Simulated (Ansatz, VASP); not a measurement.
BaS: VASP beside Ansatz

File INCAR:

```
SYSTEM = BaS
  PREC = Accurate
  ENCUT = 520
  EDIFF = 1E-6
  ISMEAR = 0
  SIGMA = 0.1
  LREAL = .False.
  LASPH = .True.
  NELM = 60
  ALGO = Normal
  ISIF = 2
  LWAVE = .False.
  LCHARG = .False.
  GGA = PE
  NBANDS = 42
```

The input KPOINTS:

```
Automatic mesh
0
Gamma
  4 2 2
  0 0 0
```

File POSCAR:

```
BaS
1.0
    4.3657349495      0.0000000000      0.0000000000
    0.0000000000      7.5616747449      0.0000000000
    0.0000000000      0.0000000000      7.9561836453
Ba S
4 4
Direct
    0.5000000000      0.5000000000      0.2500000000
    0.5000000000      0.5000000000      0.7500000000
    0.0000000000      0.0000000000      0.2500000000
    0.0000000000      0.0000000000      0.7500000000
    0.5000000000      0.1666666667      0.0000000000
    0.5000000000      0.1666666667      0.5000000000
    1.0000000000      0.6666666667      0.0000000000
    1.0000000000      0.6666666667      0.5000000000
```

Input for Ansatz:

```yaml
crystal:
  lattice:
    - [4.3657349495, 0.0, 0.0]
    - [0.0, 7.5616747449, 0.0]
    - [0.0, 0.0, 7.9561836453]
  atoms:
    - { symbol: Ba, position: [0.5, 0.5, 0.25] }
    - { symbol: Ba, position: [0.5, 0.5, 0.75] }
    - { symbol: Ba, position: [0.0, 0.0, 0.25] }
    - { symbol: Ba, position: [0.0, 0.0, 0.75] }
    - { symbol: S, position: [0.5, 0.1666666667, 0.0] }
    - { symbol: S, position: [0.5, 0.1666666667, 0.5] }
    - { symbol: S, position: [1.0, 0.6666666667, 0.0] }
    - { symbol: S, position: [1.0, 0.6666666667, 0.5] }
basis:
  ecutwfc: 420
kpoints:
  mp_grid: { grid: [4, 2, 2] }
hamiltonian:
  xc: pbe
scf:
  occupations: { method: gaussian, width: 0.1 }
  lower_state_search: "off"
output:
  forces: true
  stress: true
  eigenvalues: true
```

Alike in both runs: task single point; functional PBE; k mesh 4 × 2 × 2; occupations gaussian, width 0.1 eV; no spin polarisation.

|  | VASP | Ansatz |
| --- | --- | --- |
| version | VASP 6.6.1 | Ansatz 0.2.0 |
| potentials or method | VASP PAW PBE potentials, release 64 (Ba_sv, S), cutoff 520 eV | scalar-relativistic, plane waves, PAW |
| valence electrons in the cell | 64 | 64 |

|  | VASP | Ansatz | Ansatz less VASP |
| --- | --- | --- | --- |
| gap on the k mesh at the Fermi level (eV) | 1.96 | 2.03 | +0.071 |
| least direct gap on the mesh (eV) | 1.96 | 2.03 | +0.071 |
| pressure (GPa) | 0.6 | 0.0 | -0.62 |
| traceless stress, the component that is largest in VASP (GPa) | 0.16 | 0.06 | -0.097 |

Spin-orbit coupling is off throughout.
